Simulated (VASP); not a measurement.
Wanted: the native input for a VASP 6.6.1 run.

```yaml
Task: single point
Functional: LDA
Potentials_or_basis: VASP PAW LDA potentials, release 64 (La)
Cutoff: 520 eV
k_mesh: 18 × 18 × 18
Occupations: gaussian, width 0.1 eV
Spin: no spin polarisation
Dipole_correction: no
Further_INCAR_settings: ALGO = Normal; EDIFF = 1e-06; NBANDS = 12
```

The structure of La lies in POSCAR:

```
La
1.0
    0.0000000000      2.6398052337      2.6398052337
    2.6398052337      0.0000000000      2.6398052337
    2.6398052337      2.6398052337      0.0000000000
La
1
Direct
    0.0000000000      0.0000000000      0.0000000000
```

This isn't the form of La at room conditions, which is double hcp.

These files were run (other wordings do the same):

INCAR

```
PREC     = Accurate       # precision mode
ENCUT    = 520            # plane-wave cutoff, eV
EDIFF    = 1E-6           # SCF threshold, eV
ISMEAR   = 0              # smearing method
SIGMA    = 0.1            # smearing width, eV
LREAL    = False          # projectors in reciprocal space
LASPH    = True           # aspherical terms in the spheres
NELM     = 60             # most SCF steps
ALGO     = Normal         # electronic algorithm
ISIF     = 2              # what is computed and relaxed
LWAVE    = False          # write WAVECAR
LCHARG   = False          # write CHGCAR
GGA      = CA             # functional
NBANDS   = 12             # bands
```

KPOINTS

```
Automatic mesh
0
Gamma
  18 18 18
```

Potentials or basis: VASP PAW LDA potentials, release 64 (La).

The run is started by

```bash
$ cat potpaw_LDA.64/La/POTCAR > POTCAR
$ mpirun -np 1 vasp_std > vasp.out
```

Results of the run:

| Item | Value |
| --- | --- |
| Pressure | -3.5 GPa |
| Band gap on the k mesh | zero (an odd number of electrons rules out a gap without spin polarisation) |

Caveat: the cell stands under tension; spin-orbit coupling is left out, which moves the levels of the heavy elements.

It took 32 s on 1 thread of Intel(R) Xeon(R) 6975P-C (Granite Rapids) (shared host), peak memory 0.23 GiB.
